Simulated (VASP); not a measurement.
A run of VASP 6.6.1 is set up as follows.

INCAR

```
  ALGO = Normal
  EDIFF = 1E-6
  ENCUT = 520
  GGA = PE
  ISIF = 2
  ISMEAR = -1
  LASPH = T
  LCHARG = F
  LREAL = F
  LWAVE = F
  NBANDS = 8
  NELM = 60
  PREC = Accurate
  SIGMA = 0.1
```

File KPOINTS:

```
k-points
0
Gamma
  9 9 9
```

POSCAR

```
As
1.0
    2.7036820000      0.0000000000      0.0000000000
    0.0000000000      2.7036820000      0.0000000000
    0.0000000000      0.0000000000      2.7036820000
As
1
Direct
    0.5000000000      0.5000000000      0.5000000000
```

Potentials or basis: VASP PAW PBE potentials, release 64 (As).

Run with:

```console
$ cat potpaw_PBE.64/As/POTCAR > POTCAR
$ mpirun -np 1 vasp_std > vasp.out
```

Problem. Predict the pressure.

Solution. 2.2 GPa.
